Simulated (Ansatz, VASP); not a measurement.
# CO2: VASP beside Ansatz

The input INCAR:

```
SYSTEM = CO2
ALGO     = Normal         ! electronic algorithm
EDIFF    = 1E-6           ! SCF threshold, eV
ENCUT    = 520            ! plane-wave cutoff, eV
GGA      = PE             ! functional
ISIF     = 2              ! what is computed and relaxed
ISMEAR   = 0              ! smearing method
LASPH    = .TRUE.         ! aspherical terms in the spheres
LCHARG   = .FALSE.        ! write CHGCAR
LREAL    = .FALSE.        ! projectors in reciprocal space
LWAVE    = .FALSE.        ! write WAVECAR
NBANDS   = 44             ! bands
NELM     = 100            ! most SCF steps
PREC     = Accurate       ! precision mode
SIGMA    = 0.05           ! smearing width, eV
```

The input KPOINTS:

```
k-points
0
G
  4 4 4
  0 0 0
```

Contents of POSCAR:

```
CO2
1.0
    6.0577362522      0.0000000000      0.0000000000
    0.0000000000      6.0577362522      0.0000000000
    0.0000000000      0.0000000000      5.8760041646
C O
4 8
Direct
    0.0000000000      0.0000000000      0.0000000000
    0.5000000000      0.0000000000      0.5000000000
    0.5000000000      0.5000000000      0.0000000000
    0.0000000000      0.5000000000      0.5000000000
    0.1114834447      0.1114834447      0.1114834447
    0.3885165553      0.8885165553      0.6114834447
    0.6114834447      0.3885165553      0.8885165553
    0.8885165553      0.6114834447      0.3885165553
    0.8885165553      0.8885165553      0.8885165553
    0.6114834447      0.1114834447      0.3885165553
    0.3885165553      0.6114834447      0.1114834447
    0.1114834447      0.3885165553      0.6114834447
```

Input for Ansatz:

```yaml
crystal:
  lattice:
    - [6.0577362522, 0.0, 0.0]
    - [0.0, 6.0577362522, 0.0]
    - [0.0, 0.0, 5.8760041646]
  atoms:
    - { symbol: C, position: [0.0, 0.0, 0.0] }
    - { symbol: C, position: [0.5, 0.0, 0.5] }
    - { symbol: C, position: [0.5, 0.5, 0.0] }
    - { symbol: C, position: [0.0, 0.5, 0.5] }
    - { symbol: O, position: [0.1114834447, 0.1114834447, 0.1114834447] }
    - { symbol: O, position: [0.3885165553, 0.8885165553, 0.6114834447] }
    - { symbol: O, position: [0.6114834447, 0.3885165553, 0.8885165553] }
    - { symbol: O, position: [0.8885165553, 0.6114834447, 0.3885165553] }
    - { symbol: O, position: [0.8885165553, 0.8885165553, 0.8885165553] }
    - { symbol: O, position: [0.6114834447, 0.1114834447, 0.3885165553] }
    - { symbol: O, position: [0.3885165553, 0.6114834447, 0.1114834447] }
    - { symbol: O, position: [0.1114834447, 0.3885165553, 0.6114834447] }
basis:
  ecutwfc: 520.0
kpoints:
  mp_grid: { grid: [4, 4, 4] }
hamiltonian:
  xc: pbe
scf:
  occupations: { method: gaussian, width: 0.05 }
output:
  forces: true
  stress: true
  eigenvalues: true
  write_density: true
  write_potential: true
  elf: true
  volumetric_format: npy
```

Change from the starting cell: engineering shear strain xz +0.0000, normal strain along z -0.0300.

Alike in both runs: task single point; functional PBE; k mesh 4 × 4 × 4; occupations gaussian, width 0.05 eV; no spin polarisation.

|  | VASP | Ansatz |
| --- | --- | --- |
| version | VASP 6.6.1 | Ansatz 0.2.0 |
| potentials or method | VASP PAW PBE potentials, release 64 (C, O), cutoff 520 eV | scalar-relativistic, plane waves, PAW |
| valence electrons in the cell | 64 | 64 |

|  | VASP | Ansatz | Ansatz less VASP |
| --- | --- | --- | --- |
| gap on the k mesh at the Fermi level (eV) | 6.70 | 6.71 | +0.014 |
| least direct gap on the mesh (eV) | 6.70 | 6.71 | +0.014 |
| pressure (GPa) | 4.2 | 2.9 | -1.35 |
| traceless stress, the component that is largest in VASP (GPa) | -0.10 | -0.04 | +0.060 |
| rms of the force components (eV/Å) | 0.902 | 0.575 | -0.3269 |

Atom by atom the forces differ by 0.327 eV/Å (rms over components).

Noted on VASP's run: the standard files for N, O and F lose accuracy on very short bonds.
